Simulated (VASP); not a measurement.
# Au: relaxation of cell and atoms with PBE+D4

Au:

```
Au
1.0
     0.00000    2.03500    2.03500
     2.03500    0.00000    2.03500
     2.03500    2.03500    0.00000
Au
1
Direct
  0.00000 0.00000 0.00000
```

```
Program                : VASP 6.6.1
Task                   : relaxation of cell and atoms
Functional             : PBE
Dispersion             : D4
Potentials or basis    : VASP PAW PBE potentials, release 64 (Au)
Cutoff                 : 600 eV
k mesh                 : 11 × 11 × 11
Occupations            : fermi-dirac, width 0.05 eV
Spin                   : no spin polarisation
Dipole correction      : no
Further INCAR settings : ALGO = Normal; EDIFF = 1e-07; IBRION = 2; EDIFFG = -0.01; NSW = 60; ISIF = 3
```

```
Relaxed volume                         : 17.30 Å³/atom
Relaxed cell                           : a = 2.903 Å, b = 2.903 Å, c = 2.903 Å, α = 60.00°, β = 60.00°, γ = 60.00°
Space group after relaxing (to 0.05 Å) : Fm-3m (No. 225)
Energy gained by relaxing              : 6.0 meV/atom
Ionic steps                            : 3
Pressure after relaxing                : 0.0 GPa
Dispersion energy per atom             : -0.669 eV
```

The path:
| step | energy change (eV) | largest force (eV/Å) | pressure (GPa) | volume (Å³) |
| --- | --- | --- | --- | --- |
| 1 | 0.0000 | 0.0000 | 4.53 | 16.85 |
| 2 | 0.0092 | 0.0000 | -6.17 | 18.05 |
| 3 | -0.0060 | 0.0000 | -0.05 | 17.30 |

Final structure:
```xyz
1
Lattice="0.0000 2.0527 2.0527 2.0527 0.0000 2.0527 2.0527 2.0527 0.0000" Properties=species:S:1:pos:R:3 pbc="T T T"
Au    0.0000    0.0000    0.0000
```

Levels at points of the mesh, in eV from the Fermi level:
| k point | band 4 | band 5 | band 6 | band 7 | band 8 | band 9 |
| --- | --- | --- | --- | --- | --- | --- |
| (0.00, 0.00, 0.00) | -4.67 | -3.19 | -3.19 | 14.49 | 18.40 | 18.40 |

Wall time 19 s on 1 thread of Intel(R) Xeon(R) Platinum 8259CL CPU @ 2.50GHz (Skylake/Cascade Lake) (shared host), peak memory 0.15 GiB.

Caveat: spin-orbit coupling is left out, which moves the levels of the heavy elements; pairwise dispersion overbinds metals, which lowers pressure and volume. Zero-point motion and thermal expansion aren't in these numbers.
